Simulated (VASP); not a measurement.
Runs of VASP 6.6.1 on Re. The structure is that of space group Fd-3m (No. 227), or close to it. The cells are those of the table. 

| task | potentials or basis | cell | cutoff (eV) | k mesh for the DOS | occupations for the DOS | second run | gap on the mesh (eV) | pressure (GPa) |
| --- | --- | --- | --- | --- | --- | --- | --- | --- |
| single point | VASP PAW PBE potentials, release 64 (Re) | a = 3.956 Å, angles 60.0°, 2 atoms | 520 | - | - | - | none | -1.7 |
| single point | VASP PAW PBE potentials, release 64 (Re) | a = 3.594 Å, angles 60.0°, 2 atoms | 520 | - | - | - | none | (a) |
| single point | VASP PAW PBE potentials, release 64 (Re) | a = 3.241 Å, angles 60.0°, 2 atoms | 520 | - | - | - | none | (b) |
| single point | VASP PAW PBE potentials, release 64 (Re_sv_GW) | a = 3.888 Å, angles 60.0°, 2 atoms | 500 | - | - | valence_matched | none | 8.9 |
| single point | VASP PAW PBE potentials, release 64 (Re_sv_GW) | a = 3.594 Å, angles 60.0°, 2 atoms | 500 | - | - | valence_matched | none | 97.8 |

Alike in all rows: level PBEsol; no spin polarisation; k mesh 12 × 12 × 12; smearing fermi-dirac 0.05 eV.

Problem. Fill in the values left out.

Solution. (a) 91.1; (b) 332.1.

Caveats: the PAW data sets were made with another functional, which shifts forces and pressure a little; spin-orbit coupling is left out, which moves the levels of the heavy elements.

A k mesh can miss the band edges, and the runs leave out spin-orbit coupling on Re.

A gap of «none» marks levels without a gap at the run's occupations.

The runs don't all hold the same shells in valence.
